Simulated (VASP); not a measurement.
# NbSi (Pm-3m) in VASP: further runs

NbSi is run at these levels: r2SCAN, r2SCAN+U; tasks: single point.

All numbers are computed with VASP 6.6.1; they aren't measurements. Logs are shortened: lines on timing, memory, paths and dates and some standing lists are left out, and cuts for length are marked.

## (1) The cell of the first run

The structure is cubic, space group Pm-3m (No. 221). Conventional cell: a = 3.156 Å, b = 3.156 Å, c = 3.156 Å, α = 90.00°, β = 90.00°, γ = 90.00°. Nb (site symmetry m-3m) has 8 Si at 2.73 Å and 6 Nb at 3.16 Å within 3.6 Å. Si (site symmetry m-3m) has 8 Nb at 2.73 Å and 6 Si at 3.16 Å within 3.6 Å.

## (2) Single point, r2SCAN

File POSCAR:

```
NbSi
1.0
    3.1564400000      0.0000000000      0.0000000000
    0.0000000000      3.1564400000      0.0000000000
    0.0000000000      0.0000000000      3.1564400000
Nb Si
1 1
Direct
    0.0000000000      0.0000000000      0.0000000000
    0.5000000000      0.5000000000      0.5000000000
```

File INCAR.step1:

```
ALGO     = Normal         # electronic algorithm
EDIFF    = 1E-4           # SCF threshold, eV
ENCUT    = 520            # plane-wave cutoff, eV
GGA      = PE             # functional
ISMEAR   = -1             # smearing method
LASPH    = True           # aspherical terms in the spheres
LCHARG   = False          # write CHGCAR
LREAL    = False          # projectors in reciprocal space
LWAVE    = True           # write WAVECAR
NBANDS   = 16             # bands
NELM     = 80             # most SCF steps
PREC     = Accurate       # precision mode
SIGMA    = 0.05           # smearing width, eV
```

File INCAR.step2:

```
ALGO     = Normal         # electronic algorithm
EDIFF    = 1E-7           # SCF threshold, eV
ENCUT    = 520            # plane-wave cutoff, eV
ISIF     = 2              # what is computed and relaxed
ISMEAR   = -1             # smearing method
ISTART   = 1            
LASPH    = True           # aspherical terms in the spheres
LCHARG   = False          # write CHGCAR
LMIXTAU  = True         
LREAL    = False          # projectors in reciprocal space
LWAVE    = False          # write WAVECAR
METAGGA  = R2SCAN         # meta-GGA
NBANDS   = 16             # bands
NELM     = 80             # most SCF steps
PREC     = Accurate       # precision mode
SIGMA    = 0.05           # smearing width, eV
```

File KPOINTS:

```
k-points
0
Gamma
  8 8 8
```

Potentials or basis: VASP PAW PBE potentials, release 64 (Nb_sv, Si).

Run with:

```sh
> cat potpaw_PBE.64/Nb_sv/POTCAR potpaw_PBE.64/Si/POTCAR > POTCAR
> cp INCAR.step1 INCAR
> mpirun -np 1 vasp_std > vasp.out
> cp INCAR.step2 INCAR
> mpirun -np 1 vasp_std > vasp.out
```

OUTCAR:

```text
EDIFF = 1E-7
   ENCUT = 520
   ISIF = 2
   ISMEAR = -1
   ISTART = 1
   LASPH = True
   LREAL = False
   METAGGA = R2SCAN
   NELM = 80
   PREC = Accurate

 ion  position               nearest neighbor table
   1  0.000  0.000  0.000-   2 2.73   2 2.73   2 2.73   2 2.73   2 2.73   2 2.73   2 2.73   2 2.73

   2  0.500  0.500  0.500-   1 2.73   1 2.73   1 2.73   1 2.73   1 2.73   1 2.73   1 2.73   1 2.73

  LATTYP: Found a simple cubic cell.
 ALAT       =     3.1564400000

  Lattice vectors:

 A1 = (   3.1564400000,   0.0000000000,   0.0000000000)
 A2 = (   0.0000000000,   3.1564400000,   0.0000000000)
 A3 = (   0.0000000000,   0.0000000000,   3.1564400000)

Analysis of symmetry for initial positions (statically):
=====================================================================
 Subroutine PRICEL returns:
 Original cell was already a primitive cell.

 Routine SETGRP: Setting up the symmetry group for a
 simple cubic supercell.

 Subroutine GETGRP returns: Found 48 space group operations
 (whereof 48 operations were pure point group operations)
 out of a pool of 48 trial point group operations.

The static configuration has the point symmetry O_h .

Analysis of symmetry for dynamics (positions and initial velocities):
=====================================================================
 Subroutine PRICEL returns:
 Original cell was already a primitive cell.

 Routine SETGRP: Setting up the symmetry group for a
 simple cubic supercell.

 Subroutine GETGRP returns: Found 48 space group operations
 (whereof 48 operations were pure point group operations)
 out of a pool of 48 trial point group operations.

The dynamic configuration has the point symmetry O_h .

 Subroutine INISYM returns: Found 48 space group operations
 (whereof 48 operations are pure point group operations),
 and found     1 'primitive' translations

----------------------------------------------------------------------------------------

                                     Primitive cell

  volume of cell :      31.4480

  direct lattice vectors                    reciprocal lattice vectors
     3.156440000  0.000000000  0.000000000     0.316812612  0.000000000  0.000000000
     0.000000000  3.156440000  0.000000000     0.000000000  0.316812612  0.000000000
     0.000000000  0.000000000  3.156440000     0.000000000  0.000000000  0.316812612

  length of vectors
     3.156440000  3.156440000  3.156440000     0.316812612  0.316812612  0.316812612

  position of ions in fractional coordinates (direct lattice)
     0.000000000  0.000000000  0.000000000
     0.500000000  0.500000000  0.500000000

  ion indices of the primitive-cell ions
   primitive index   ion index
                 1           1
                 2           2

----------------------------------------------------------------------------------------

 KPOINTS: k-points

Automatic generation of k-mesh.
 Grid dimensions read from file:
 generate k-points for:    8    8    8

 Generating k-lattice:

  Cartesian coordinates                     Fractional coordinates (reciprocal lattice)
     0.039601576  0.000000000  0.000000000     0.125000000  0.000000000  0.000000000
     0.000000000  0.039601576  0.000000000     0.000000000  0.125000000  0.000000000
     0.000000000  0.000000000  0.039601576     0.000000000  0.000000000  0.125000000

  Length of vectors
     0.039601576  0.039601576  0.039601576

  Shift w.r.t. Gamma in fractional coordinates (k-lattice)
     0.000000000  0.000000000  0.000000000

 Subroutine IBZKPT returns following result:
 ===========================================

 Found     35 irreducible k-points:

 Following reciprocal coordinates:
            Coordinates               Weight
  0.000000  0.000000  0.000000      1.000000
  0.125000  0.000000  0.000000      6.000000
  0.250000  0.000000  0.000000      6.000000
  0.375000  0.000000  0.000000      6.000000
  0.500000  0.000000  0.000000      3.000000
  0.125000  0.125000  0.000000     12.000000
[... 16 lines left out ...]
  0.375000  0.375000  0.125000     24.000000
  0.500000  0.375000  0.125000     24.000000
 [... further k-points ...]
   k-points           NKPTS =     35   k-points in BZ     NKDIM =     35   number of bands    NBANDS=     16
   number of dos      NEDOS =    301   number of ions     NIONS =      2
   total plane-waves  NPLWV =  13824
   dimension x,y,z NGX =    24 NGY =   24 NGZ =   24
   dimension x,y,z NGXF=    48 NGYF=   48 NGZF=   48
   ions per type =               1   1
   NGX,Y,Z   is equivalent  to a cutoff of  12.64, 12.64, 12.64 a.u.
   NGXF,Y,Z  is equivalent  to a cutoff of  25.28, 25.28, 25.28 a.u.
 SYSTEM =  unknown system
   PREC   = accura    normal or accurate (medium, high low for compatibility)
   ISTART =      1    job   : 0-new  1-cont  2-samecut
   ICHARG =      0    charge: 1-file 2-atom 10-const
   ISPIN  =      1    spin polarized calculation?
   LNONCOLLINEAR =      F non collinear calculations
   LSORBIT =      F    spin-orbit coupling
   LASPH  =      T    aspherical Exc in radial PAW
   ENCUT  =  520.0 eV  38.22 Ry    6.18 a.u.   5.87  5.87  5.87*2*pi/ulx,y,z
   NELM   =     80;   NELMIN=  2; NELMDL=  0     # of ELM steps
   EDIFF  = 0.1E-06   stopping-criterion for ELM
   LREAL  =      F    real-space projection
   EDIFFG = 0.1E-05   stopping-criterion for IOM
   NSW    =      0    number of steps for IOM
   IBRION =     -1    ionic relax: 0-MD 1-quasi-New 2-CG
   NFREE  =      0    steps in history (QN), initial steepest desc. (CG)
   ISIF   =      2    stress and relaxation
   ISYM   =      2    0-nonsym 1-usesym 2-fastsym
   POTIM  = 0.5000    time-step for ionic-motion
   TEBEG  =    0.0;   TEEND  =   0.0 temperature during run
   PSTRESS=    0.0 pullay stress
   NELECT =      17.0000    total number of electrons
   NUPDOWN=      -1.0000    fix difference up-down
   EMIN   =  10.00;   EMAX   =-10.00  energy-range for DOS
   EFERMI =   0.00;   METHOD = LEGACY
   ISMEAR =    -1;   SIGMA  =   0.05  broadening in eV -4-tet -1-fermi 0-gaus
   EFERMI_NEDOS =   21; number of points for ismear=-14 and -15
   IALGO  =     38    algorithm
   IMIX   =      4    mixing-type and parameters
     AMIX     =   0.40;   BMIX     =  1.00
     AMIX_MAG =   1.60;   BMIX_MAG =  1.00
  volume/ion in A,a.u.               =      15.72       106.11
  Fermi-wavevector in a.u.,A,eV,Ry     =   1.333604  2.520146 24.197961  1.778500
  Thomas-Fermi vector in A             =   2.462450
   LORBIT       =      0    0 simple, 1 ext, 2 COOP (PROOUT), +10 PAW based schemes
   METAGGA = R2SCAN    functional components
   LHFCALC =     F    Hartree Fock is set to
   AEXX    =    0.0000 exact exchange contribution
   IVDW    =     0    specifies the selected vdW correction
   LEPSILON=     F    determine dielectric tensor
   LRPA    =     F    only Hartree local field effects (RPA)
 non-spin polarized calculation
  energy-cutoff  :      520.00
  volume of cell :       31.45
 maximum number of plane-waves:       876
 NGX is ok and might be reduce to    24
   NGX = 11   NGY = 11   NGZ = 11

 number of electron      17.0000003 magnetization

 Free energy of the ion-electron system (eV)
  ---------------------------------------------------
  ext. energy  EPLUGINS =         0.00000000
  ---------------------------------------------------
  free energy    TOTEN  =       -33.90315608 eV

  energy without entropy =      -33.88611640  energy(sigma->0) =      -33.89463624

 E-fermi :  11.1676     XC(G=0): -13.0451

 val. band max:       11.1564527251   @ k =   0.2500   0.1250   0.0000
 cond. band min:      11.1778645036   @ k =   0.5000   0.2500   0.1250
 fundamental gap:      0.0214117786
 Fermi energy:        11.1675557763

 k-point     1 :       0.0000    0.0000    0.0000
  band No.  band energies     occupation
      1     -45.2952      2.00000
      2     -20.4882      2.00000
      3     -20.4882      2.00000
      4     -20.4882      2.00000
      5      -0.5951      2.00000
      6       8.3123      2.00000
[... 8 lines left out ...]
     15      21.6576      0.00000
     16      21.6576      0.00000

 k-point     2 :       0.1250    0.0000    0.0000
  band No.  band energies     occupation
      1     -45.2894      2.00000
      2     -20.5598      2.00000
      3     -20.4817      2.00000
      4     -20.4817      2.00000
      5      -0.3100      2.00000
      6       8.1657      2.00000
[... 8 lines left out ...]
     15      21.6312      0.00000
     16      22.9858      0.00000

 k-point     3 :       0.2500    0.0000    0.0000
  band No.  band energies     occupation
      1     -45.2753      2.00000
      2     -20.7292      2.00000
      3     -20.4661      2.00000
      4     -20.4661      2.00000
      5       0.4998      2.00000
      6       7.2475      2.00000
[... 8 lines left out ...]
     15      21.6896      0.00000
     16      25.1064      0.00000

 k-point     4 :       0.3750    0.0000    0.0000
  band No.  band energies     occupation
      1     -45.2612      2.00000
      2     -20.8942      2.00000
      3     -20.4504      2.00000
      4     -20.4504      2.00000
      5       1.7007      2.00000
      6       5.6103      2.00000
[... 8 lines left out ...]
     15      21.3894      0.00000
     16      22.7436      0.00000

 k-point     5 :       0.5000    0.0000    0.0000
  band No.  band energies     occupation
      1     -45.2553      2.00000
      2     -20.9614      2.00000
      3     -20.4439      2.00000
      4     -20.4439      2.00000
      5       2.6772      2.00000
      6       4.4266      2.00000
[... 8 lines left out ...]
     15      20.7774      0.00000
     16      20.7779      0.00000

 k-point     6 :       0.1250    0.1250    0.0000
  band No.  band energies     occupation
      1     -45.2836      2.00000
      2     -20.5576      2.00000
      3     -20.5474      2.00000
      4     -20.4753      2.00000
      5      -0.0371      2.00000
      6       8.2672      2.00000
[... 8 lines left out ...]
     15      22.2083      0.00000
     16      23.2572      0.00000
[... 267 lines left out ...]
 k-point    21 :       0.3750    0.2500    0.1250
  band No.  band energies     occupation
      1     -45.2364      2.00000
      2     -20.8480      2.00000
      3     -20.6681      2.00000
      4     -20.4941      2.00000
      5       2.3696      2.00000
      6       6.4995      2.00000
[... 8 lines left out ...]
     15      22.0809      0.00000
     16      22.5788      0.00000

 k-point    22 :       0.5000    0.2500    0.1250
  band No.  band energies     occupation
      1     -45.2307      2.00000
      2     -20.9120      2.00000
      3     -20.6594      2.00000
      4     -20.4871      2.00000
      5       2.8486      2.00000
      6       5.8438      2.00000
[... 8 lines left out ...]
     15      21.3001      0.00000
     16      22.4704      0.00000

 k-point    23 :       0.3750    0.3750    0.1250
  band No.  band energies     occupation
      1     -45.2228      2.00000
      2     -20.8268      2.00000
      3     -20.8175      2.00000
      4     -20.4778      2.00000
      5       2.7628      2.00000
      6       6.8677      2.00000
[... 8 lines left out ...]
     15      22.3093      0.00000
     16      24.1280      0.00000

 k-point    24 :       0.5000    0.3750    0.1250
  band No.  band energies     occupation
      1     -45.2172      2.00000
      2     -20.8849      2.00000
      3     -20.8115      2.00000
      4     -20.4710      2.00000
      5       2.9365      2.00000
      6       6.8530      2.00000
[... 8 lines left out ...]
     15      22.1810      0.00000
     16      23.4997      0.00000

 [... further k-points ...]
[... 5 lines left out ...]
  --------------------------------------------------------------------------------------
  -------------------------------------------------------------------------------------
  Total       -0.4353490     -0.4353490     -0.4353490      0.0000000      0.0000000     -0.0000000
  in kB      -22.1796948    -22.1796948    -22.1796948      0.0000000      0.0000000     -0.0000000
  external PRESSURE =     -22.1796948 kB  Pullay stress =       0.0000000 kB

 VOLUME and BASIS-vectors are now :
 -----------------------------------------------------------------------------
  energy-cutoff  :      520.00
  volume of cell :       31.45
      direct lattice vectors                 reciprocal lattice vectors
     3.156440000  0.000000000  0.000000000     0.316812612  0.000000000  0.000000000
     0.000000000  3.156440000  0.000000000     0.000000000  0.316812612  0.000000000
     0.000000000  0.000000000  3.156440000     0.000000000  0.000000000  0.316812612

 POSITION                                       TOTAL-FORCE (eV/Angst)
 -----------------------------------------------------------------------------------
      0.00000      0.00000      0.00000         0.000000      0.000000      0.000000
      1.57822      1.57822      1.57822         0.000000      0.000000      0.000000
 -----------------------------------------------------------------------------------
    total drift:                                0.000000      0.000000      0.000000

  FREE ENERGIE OF THE ION-ELECTRON SYSTEM (eV)
  ---------------------------------------------------
  free  energy   TOTEN  =       -33.9031560823 eV

  energy  without entropy=      -33.8861163999  energy(sigma->0) =      -33.89463624
```

Wall time 86 s (1 thread of AMD EPYC 7R13, shared host); peak memory 0.12 GiB.

What came out:

- Free energy: -33.9032 eV
- Pressure: -2.2 GPa

Caveat: the PAW data sets were made with another functional, which shifts forces and pressure a little.

[end of part 1 of 2]
